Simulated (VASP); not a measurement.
## Be2Se: single point with PBE

Be2Se:

```
Be Se
1.0
     3.53187    0.00000    0.00000
     0.00000    3.53187    0.00000
     0.00000    0.00000   11.52740
Be Se
6 3
Direct
  0.50000 0.00000 0.64479
  0.00000 0.00000 0.50000
  0.00000 0.50000 0.35521
  0.50000 0.50000 0.50000
  0.50000 0.00000 0.11790
  0.00000 0.50000 0.88210
  0.50000 0.50000 0.76291
  0.50000 0.50000 0.23709
  0.00000 0.00000 0.00000
```

This cell differs from its parent crystal: volume scaled by 1.06, then relaxed in part.

```
Program                : VASP 6.6.1
Task                   : single point
Functional             : PBE
Potentials or basis    : VASP PAW PBE potentials, release 64 (Be, Se)
Cutoff                 : 520 eV
k mesh                 : 10 × 10 × 4
Occupations            : gaussian, width 0.1 eV
Spin                   : no spin polarisation
Dipole correction      : no
Further INCAR settings : ALGO = Normal; EDIFF = 1e-06; NBANDS = 25
```

```yaml
Pressure: -3.6 GPa
Largest_force: 0.021 eV/Å
Band_gap_on_the_k_mesh: zero (band 15 reaches 5.04 eV, above the bottom of band 16 at 3.40 eV)
```

Forces in eV/Å, atoms in the order of the input:
```
Be   0.000  0.000 -0.021
Be   0.000  0.000  0.000
Be   0.000  0.000  0.021
Be   0.000  0.000  0.000
Be   0.000  0.000  0.003
Be   0.000  0.000 -0.003
Se   0.000  0.000 -0.004
Se   0.000  0.000  0.004
Se   0.000  0.000  0.000
```

Stress tensor (GPa, compression positive):
```
-3.62  0.00  0.00
 0.00 -3.62  0.00
 0.00  0.00 -3.49
```

Levels at points of the mesh, in eV from the Fermi level:
| k point | band 13 | band 14 | band 15 | band 16 | band 17 | band 18 |
| --- | --- | --- | --- | --- | --- | --- |
| (0.00, 0.00, 0.00) | -1.43 | -0.32 | 1.28 | 1.28 | 2.31 | 2.91 |
| (0.50, 0.00, 0.00) | -1.68 | -1.61 | -0.16 | 1.17 | 3.34 | 3.41 |
| (0.50, 0.50, 0.00) | -2.69 | -2.69 | -1.63 | -0.35 | -0.08 | 2.28 |
| (0.00, 0.00, 0.50) | -1.33 | -1.01 | 1.15 | 1.15 | 2.33 | 2.84 |
| (0.50, 0.00, 0.50) | -1.67 | -1.63 | -0.45 | 1.71 | 3.41 | 3.62 |
| (0.50, 0.50, 0.50) | -2.74 | -2.74 | -1.57 | -0.27 | 0.02 | 1.39 |

It took 2.1 min on 1 thread of Intel(R) Xeon(R) 6975P-C (Granite Rapids) (shared host), peak memory 0.35 GiB.
